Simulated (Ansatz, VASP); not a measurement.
Two plane-wave programs on Ba

```xyz
3
Lattice="7.3265 0.0000 0.0000 -3.6633 6.3450 0.0000 0.0000 0.0000 4.2825" Properties=species:S:1:pos:R:3 pbc="T T T"
Ba    0.0000    0.0000    0.0000
Ba    0.0000    4.2300    2.1412
Ba    3.6633    2.1150    2.1412
```

Alike in both runs: functional r2SCAN; k mesh 9 × 9 × 10; occupations gaussian, width 0.1 eV; no spin polarisation.

Ansatz relaxed the structure, and its values are those at the end. VASP's run is a single point on that final structure, the one shown.

```csv
,VASP,Ansatz
version,VASP 6.6.1,Ansatz 0.2.0
potentials or method,"VASP PAW PBE potentials, release 64 (Ba_sv), cutoff 520 eV","scalar-relativistic, plane waves, PAW"
valence electrons in the cell,30,30
```

|  | VASP | Ansatz | Ansatz less VASP |
| --- | --- | --- | --- |
| gap on the k mesh at the Fermi level (eV) | none | none | - |
| pressure (GPa) | 0.0 | 0.0 | -0.04 |

VASP's potentials were made for PBE, not for r2SCAN. A gap of «none» marks a metal or a gap that the smearing closes.

Neither program's run includes spin-orbit coupling.
